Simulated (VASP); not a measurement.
Crystal: Hf3N4.

```xyz
14
Lattice="-3.2821 3.2821 3.2821 3.2821 -3.2821 3.2821 3.2821 3.2821 -3.2821" Properties=species:S:1:pos:R:3 pbc="T T T"
Hf    2.4616    0.0000    1.6411
Hf    1.6411    2.4616    0.0000
Hf    0.8205    0.0000    4.9232
Hf    4.9232    0.8205    0.0000
Hf    0.0000    1.6411    2.4616
Hf    0.0000    4.9232    0.8205
N     0.4449    0.4449    0.4449
N    -1.1961    1.1961    4.4782
N    -0.4449    2.8372    0.4449
N     4.4782   -1.1961    1.1961
N     0.4449   -0.4449    2.8372
N     2.0860    2.0860    2.0860
N     2.8372    0.4449   -0.4449
N     1.1961    4.4782   -1.1961
```

| Item | Value |
| --- | --- |
| Program | VASP 6.6.1 |
| Task | relaxation of the atoms |
| Functional | PBE |
| Potentials or basis | VASP PAW PBE potentials, release 64 (Hf_pv, N) |
| Cutoff | 520 eV |
| k mesh | 6 × 6 × 6 |
| Occupations | fermi-dirac, width 0.02 eV |
| Spin | no spin polarisation |

At the start: pressure 20.5 GPa; volume 10.10 Å³/atom.

Q: How do energy, volume and symmetry change on relaxing?

A: Over 3 steps the energy falls by 4.7 meV/atom at a fixed cell; space group I-43d (No. 220, to 0.1 Å) before and after.

Step by step:
| step | energy change (eV) | largest force (eV/Å) | pressure (GPa) |
| --- | --- | --- | --- |
| 1 | 0.0000 | 0.3586 | 20.46 |
| 2 | -0.0403 | 0.2242 | 19.46 |
| 3 | -0.0656 | 0.0069 | 18.02 |

Final structure:
```xyz
14
Lattice="-3.2821 3.2821 3.2821 3.2821 -3.2821 3.2821 3.2821 3.2821 -3.2821" Properties=species:S:1:pos:R:3 pbc="T T T"
Hf    2.4616    0.0000    1.6411
Hf    1.6411    2.4616    0.0000
Hf    0.8205    0.0000    4.9232
Hf    4.9232    0.8205    0.0000
Hf    0.0000    1.6411    2.4616
Hf    0.0000    4.9232    0.8205
N     0.4716    0.4716    0.4716
N    -1.1695    1.1695    4.4516
N    -0.4716    2.8105    0.4716
N     4.4516   -1.1695    1.1695
N     0.4716   -0.4716    2.8105
N     2.1126    2.1126    2.1126
N     2.8105    0.4716   -0.4716
N     1.1695    4.4516   -1.1695
```
